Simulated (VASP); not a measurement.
# Al in VASP: a series of runs

Runs on Al. Level: PBE. Tasks: single point.

Program: VASP 6.6.1. These are calculated values, not measurements. Logs are shortened: lines on timing, memory, paths and dates and some standing lists are left out, and cuts for length are marked.

### 1 The cell of the first run

The structure is hexagonal, space group P6_3/mmc (No. 194). Conventional cell: a = 2.753 Å, b = 2.753 Å, c = 4.690 Å, α = 90.00°, β = 90.00°, γ = 120.00°. Within 3.6 Å of Al (site symmetry -6m2) lie 12 Al at 2.75 to 2.83 Å.

### 2 Single point, PBE (strained)

The input, INCAR:

```
SYSTEM = Al
PREC = Accurate
ENCUT = 520
EDIFF = 1E-6
ISMEAR = 0
SIGMA = 0.1
LREAL = .False.
LASPH = .True.
NELM = 100
ALGO = Normal
ISIF = 2
LWAVE = .False.
LCHARG = .False.
GGA = PE
NBANDS = 10
```

The input, KPOINTS:

```
regular mesh
0
Gamma
  18 18 10
  0 0 0
```

The input, POSCAR:

```
Al
1.0
    2.7525219280      0.0000000000      0.0000000000
   -1.3762609639      2.3837539141      0.0000000000
    0.0000000000      0.0000000000      4.6901346765
Al
2
Direct
    0.6666666700      0.3333333300      0.7500000000
    0.3333333300      0.6666666700      0.2500000000
```

Potentials or basis: VASP PAW PBE potentials, release 64 (Al).

Launch:

```sh
$ cat potpaw_PBE.64/Al/POTCAR > POTCAR
$ mpirun -np 1 vasp_std > vasp.out
```

OUTCAR:

```text
SYSTEM = Al
   PREC = Accurate
   ENCUT = 520
   EDIFF = 1E-6
   ISMEAR = 0
   LREAL = .False.
   LASPH = .True.
   NELM = 100
   ISIF = 2
   GGA = PE

 ion  position               nearest neighbor table
   1  0.667  0.333  0.750-   2 2.83   2 2.83   2 2.83   2 2.83   2 2.83   2 2.83
   2  0.333  0.667  0.250-   1 2.83   1 2.83   1 2.83   1 2.83   1 2.83   1 2.83

  LATTYP: Found a hexagonal cell.
 ALAT       =     2.7525219280
 C/A-ratio  =     1.7039408946

  Lattice vectors:

 A1 = (   2.7525219280,   0.0000000000,   0.0000000000)
 A2 = (  -1.3762609639,   2.3837539141,   0.0000000000)
 A3 = (   0.0000000000,   0.0000000000,   4.6901346765)

Analysis of symmetry for initial positions (statically):
=====================================================================
 Subroutine PRICEL returns:
 Original cell was already a primitive cell.

 Routine SETGRP: Setting up the symmetry group for a
 hexagonal supercell.

 Subroutine GETGRP returns: Found 24 space group operations
 (whereof 12 operations were pure point group operations)
 out of a pool of 24 trial point group operations.

The static configuration has the point symmetry D_3d.
 The point group associated with its full space group is D_6h.

Analysis of symmetry for dynamics (positions and initial velocities):
=====================================================================
 Subroutine PRICEL returns:
 Original cell was already a primitive cell.

 Routine SETGRP: Setting up the symmetry group for a
 hexagonal supercell.

 Subroutine GETGRP returns: Found 24 space group operations
 (whereof 12 operations were pure point group operations)
 out of a pool of 24 trial point group operations.

The dynamic configuration has the point symmetry D_3d.
 The point group associated with its full space group is D_6h.

 Subroutine INISYM returns: Found 24 space group operations
 (whereof 12 operations are pure point group operations),
 and found     1 'primitive' translations

----------------------------------------------------------------------------------------

                                     Primitive cell

  volume of cell :      30.7735

  direct lattice vectors                    reciprocal lattice vectors
     2.752521928  0.000000000  0.000000000     0.363303191  0.209753195  0.000000000
    -1.376260964  2.383753914  0.000000000     0.000000000  0.419506390  0.000000000
     0.000000000  0.000000000  4.690134676     0.000000000  0.000000000  0.213213494

  length of vectors
     2.752521928  2.752521928  4.690134676     0.419506390  0.419506390  0.213213494

  position of ions in fractional coordinates (direct lattice)
     0.666666670  0.333333330  0.750000000
     0.333333330  0.666666670  0.250000000

  ion indices of the primitive-cell ions
   primitive index   ion index
                 1           1
                 2           2

----------------------------------------------------------------------------------------

 KPOINTS: regular mesh

Automatic generation of k-mesh.
 Grid dimensions read from file:
 generate k-points for:   18   18   10

 Generating k-lattice:

  Cartesian coordinates                     Fractional coordinates (reciprocal lattice)
     0.020183511  0.011652955  0.000000000     0.055555556  0.000000000  0.000000000
     0.000000000  0.023305911  0.000000000     0.000000000  0.055555556  0.000000000
     0.000000000  0.000000000  0.021321349     0.000000000  0.000000000  0.100000000

  Length of vectors
     0.023305911  0.023305911  0.021321349

  Shift w.r.t. Gamma in fractional coordinates (k-lattice)
     0.000000000  0.000000000  0.000000000

 Subroutine IBZKPT returns following result:
 ===========================================

 Found    222 irreducible k-points:

 Following reciprocal coordinates:
            Coordinates               Weight
  0.000000  0.000000  0.000000      1.000000
  0.055556  0.000000  0.000000      6.000000
  0.111111  0.000000  0.000000      6.000000
  0.166667 -0.000000  0.000000      6.000000
  0.222222  0.000000  0.000000      6.000000
  0.277778  0.000000  0.000000      6.000000
[... 16 lines left out ...]
  0.333333  0.111111  0.000000     12.000000
  0.388889  0.111111  0.000000     12.000000
 [... further k-points ...]
   k-points           NKPTS =    222   k-points in BZ     NKDIM =    222   number of bands    NBANDS=     10
   number of dos      NEDOS =    301   number of ions     NIONS =      2
   total plane-waves  NPLWV =  14400
   dimension x,y,z NGX =    20 NGY =   20 NGZ =   36
   dimension x,y,z NGXF=    40 NGYF=   40 NGZF=   72
   ions per type =               2
   NGX,Y,Z   is equivalent  to a cutoff of  12.08, 12.08, 12.76 a.u.
   NGXF,Y,Z  is equivalent  to a cutoff of  24.16, 24.16, 25.52 a.u.
 SYSTEM =  Al
   PREC   = accura    normal or accurate (medium, high low for compatibility)
   ISTART =      0    job   : 0-new  1-cont  2-samecut
   ICHARG =      2    charge: 1-file 2-atom 10-const
   ISPIN  =      1    spin polarized calculation?
   LNONCOLLINEAR =      F non collinear calculations
   LSORBIT =      F    spin-orbit coupling
   LASPH  =      T    aspherical Exc in radial PAW
   ENCUT  =  520.0 eV  38.22 Ry    6.18 a.u.   5.12  5.12  8.72*2*pi/ulx,y,z
   NELM   =    100;   NELMIN=  2; NELMDL= -5     # of ELM steps
   EDIFF  = 0.1E-05   stopping-criterion for ELM
   LREAL  =      F    real-space projection
   EDIFFG = 0.1E-04   stopping-criterion for IOM
   NSW    =      0    number of steps for IOM
   IBRION =     -1    ionic relax: 0-MD 1-quasi-New 2-CG
   NFREE  =      0    steps in history (QN), initial steepest desc. (CG)
   ISIF   =      2    stress and relaxation
   ISYM   =      2    0-nonsym 1-usesym 2-fastsym
   POTIM  = 0.5000    time-step for ionic-motion
   TEBEG  =    0.0;   TEEND  =   0.0 temperature during run
   PSTRESS=    0.0 pullay stress
   NELECT =       6.0000    total number of electrons
   NUPDOWN=      -1.0000    fix difference up-down
   EMIN   =  10.00;   EMAX   =-10.00  energy-range for DOS
   EFERMI =   0.00;   METHOD = LEGACY
   ISMEAR =     0;   SIGMA  =   0.10  broadening in eV -4-tet -1-fermi 0-gaus
   EFERMI_NEDOS =   21; number of points for ismear=-14 and -15
   IALGO  =     38    algorithm
   IMIX   =      4    mixing-type and parameters
     AMIX     =   0.40;   BMIX     =  1.00
     AMIX_MAG =   1.60;   BMIX_MAG =  1.00
  volume/ion in A,a.u.               =      15.39       103.84
  Fermi-wavevector in a.u.,A,eV,Ry     =   0.949291  1.793900 12.260939  0.901154
  Thomas-Fermi vector in A             =   2.077560
   LORBIT       =      0    0 simple, 1 ext, 2 COOP (PROOUT), +10 PAW based schemes
   GGA     = PE    functional components
   LHFCALC =     F    Hartree Fock is set to
   AEXX    =    0.0000 exact exchange contribution
   IVDW    =     0    specifies the selected vdW correction
   LEPSILON=     F    determine dielectric tensor
   LRPA    =     F    only Hartree local field effects (RPA)
 non-spin polarized calculation
 Gauss-broadening in eV      SIGMA  =   0.10
  energy-cutoff  :      520.00
  volume of cell :       30.77
 maximum number of plane-waves:       843
   NGX = 11   NGY = 11   NGZ = 17

 number of electron       6.0000000 magnetization

 Free energy of the ion-electron system (eV)
  ---------------------------------------------------
  ext. energy  EPLUGINS =         0.00000000
  ---------------------------------------------------
  free energy    TOTEN  =        -7.37231671 eV

  energy without entropy =       -7.36910140  energy(sigma->0) =       -7.37070906

 E-fermi :   8.7473     XC(G=0): -10.4528

 val. band max:        8.7134881479   @ k =   0.1667  -0.0000   0.3000
 cond. band min:       8.7494034572   @ k =   0.3333  -0.0000   0.1000
 fundamental gap:      0.0359153094
 Fermi energy:         8.7472636090

 k-point     1 :       0.0000    0.0000    0.0000
  band No.  band energies     occupation
      1      -2.8813      2.00000
      2       3.6453      2.00000
      3       3.7361      2.00000
      4      20.5594      0.00000
      5      20.6378      0.00000
      6      20.6378      0.00000
      7      20.6864      0.00000
      8      20.6864      0.00000
      9      22.5426      0.00000
     10      24.0805      0.00000

 k-point     2 :       0.0556    0.0000    0.0000
  band No.  band energies     occupation
      1      -2.8009      2.00000
      2       3.7198      2.00000
      3       3.8143      2.00000
      4      18.7407      0.00000
      5      19.5214      0.00000
      6      20.3159      0.00000
      7      21.4871      0.00000
      8      21.9155      0.00000
      9      22.5856      0.00000
     10      24.3551      0.00000

 k-point     3 :       0.1111    0.0000    0.0000
  band No.  band energies     occupation
      1      -2.5602      2.00000
      2       3.9433      2.00000
      3       4.0479      2.00000
      4      16.5431      0.00000
      5      18.5120      0.00000
      6      19.5881      0.00000
      7      21.3339      0.00000
      8      22.3457      0.00000
      9      23.0440      0.00000
     10      23.0872      0.00000

 k-point     4 :       0.1667   -0.0000    0.0000
  band No.  band energies     occupation
      1      -2.1600      2.00000
      2       4.3159      2.00000
      3       4.4338      2.00000
      4      14.3591      0.00000
      5      17.6372      0.00000
      6      18.5692      0.00000
      7      20.3695      0.00000
      8      20.3956      0.00000
      9      22.7269      0.00000
     10      22.9397      0.00000
[... 222 lines left out ...]
 k-point    22 :       0.2778    0.1111    0.0000
  band No.  band energies     occupation
      1       0.2150      2.00000
      2       6.5355      2.00000
      3       6.5512      2.00000
      4       8.7941      0.50742
      5      12.4656      0.00000
      6      14.6514      0.00000
      7      15.2003      0.00000
      8      18.8246      0.00000
      9      18.8851      0.00000
     10      20.7057      0.00000

 k-point    23 :       0.3333    0.1111    0.0000
  band No.  band energies     occupation
      1       1.2298      2.00000
      2       6.4405      2.00000
      3       7.5162      2.00000
      4       8.1128      2.00000
      5      11.8731      0.00000
      6      12.9555      0.00000
      7      13.8723      0.00000
      8      18.4291      0.00000
      9      18.5746      0.00000
     10      20.3968      0.00000

 k-point    24 :       0.3889    0.1111    0.0000
  band No.  band energies     occupation
      1       2.3888      2.00000
      2       5.0888      2.00000
      3       8.6142      1.94005
      4       8.9255      0.01169
      5      11.0847      0.00000
      6      11.4147      0.00000
      7      13.0280      0.00000
      8      18.1938      0.00000
      9      18.3856      0.00000
     10      20.2045      0.00000

 [... further k-points ...]

------------------------ aborting loop because EDIFF is reached ----------------------------------------

  FORCE on cell =-STRESS in cart. coord.  units (eV):
  Direction    XX          YY          ZZ          XY          YZ          ZX
  --------------------------------------------------------------------------------------
  -------------------------------------------------------------------------------------
  Total        1.4754120      1.4754120      1.1092324      0.0000000     -0.0000000      0.0000000
  in kB       76.8150606     76.8150606     57.7504812      0.0000000     -0.0000000      0.0000000
  external PRESSURE =      70.4602008 kB  Pullay stress =       0.0000000 kB

 VOLUME and BASIS-vectors are now :
 -----------------------------------------------------------------------------
  energy-cutoff  :      520.00
  volume of cell :       30.77
      direct lattice vectors                 reciprocal lattice vectors
     2.752521928  0.000000000  0.000000000     0.363303191  0.209753195  0.000000000
    -1.376260964  2.383753914  0.000000000     0.000000000  0.419506390  0.000000000
     0.000000000  0.000000000  4.690134676     0.000000000  0.000000000  0.213213494

 POSITION                                       TOTAL-FORCE (eV/Angst)
 -----------------------------------------------------------------------------------
      1.37626      0.79458      3.51760        -0.000000      0.000000      0.000000
     -0.00000      1.58917      1.17253         0.000000     -0.000000      0.000000
 -----------------------------------------------------------------------------------
    total drift:                                0.000000     -0.000000     -0.000000

  FREE ENERGIE OF THE ION-ELECTRON SYSTEM (eV)
  ---------------------------------------------------
  free  energy   TOTEN  =        -7.3723167112 eV

  energy  without entropy=       -7.3691014049  energy(sigma->0) =       -7.37070906
```

Run time: 26 s. Hardware: 1 thread of Intel Xeon Platinum 8375C at 2.90GHz (Ice Lake), shared host; peak memory 0.17 GiB.

Results:

```yaml
Free_energy: -7.3723 eV
Pressure: 7.0 GPa
Band_gap_on_the_k_mesh: zero (band 3 reaches 12.67 eV, above the bottom of band 4 at 5.55 eV)
```

Caveat: the cell differs from its parent crystal (strained).

(Continued in part 2 of 2.)
